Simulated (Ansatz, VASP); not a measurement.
**One calculation of ZrS2, two programs**

```
Zr S
1.0
     3.63766    0.00000    0.00000
    -1.81883    3.15030    0.00000
     0.00000    0.00000    5.88614
Zr S
1 2
Direct
  0.00000 0.00000 0.00000
  0.33333 0.66667 0.24793
  0.66667 0.33333 0.75207
```

Change from the starting cell: epitaxial_xy strain -1.0%.

Alike in both runs: task single point; functional HSE06; k mesh 6 × 6 × 4; no spin polarisation.

|  | VASP | Ansatz |
| --- | --- | --- |
| version | VASP 6.6.1 | Ansatz 0.2.0 |
| potentials or method | VASP PAW PBE potentials, release 64 (Zr_sv, S) | plane waves, PAW |
| plane-wave cutoff (eV) | 400 | 420 |
| occupations | gaussian, width 0.01 eV | fixed |
| valence electrons in the cell | 24 | 24 |

|  | VASP | Ansatz | Ansatz less VASP |
| --- | --- | --- | --- |
| gap on the k mesh at the Fermi level (eV) | 1.62 | 1.63 | +0.002 |
| pressure (GPa) | 1.1 | 1.2 | +0.12 |
| traceless stress, the component that is largest in VASP (GPa) | -0.70 | -0.74 | -0.043 |
| rms of the force components (eV/Å) | 0.090 | 0.091 | +0.0014 |

Atom by atom the forces differ by 0.001 eV/Å (rms over components). Ansatz's warnings: stress exchange threshold loose, stress scf threshold loose.
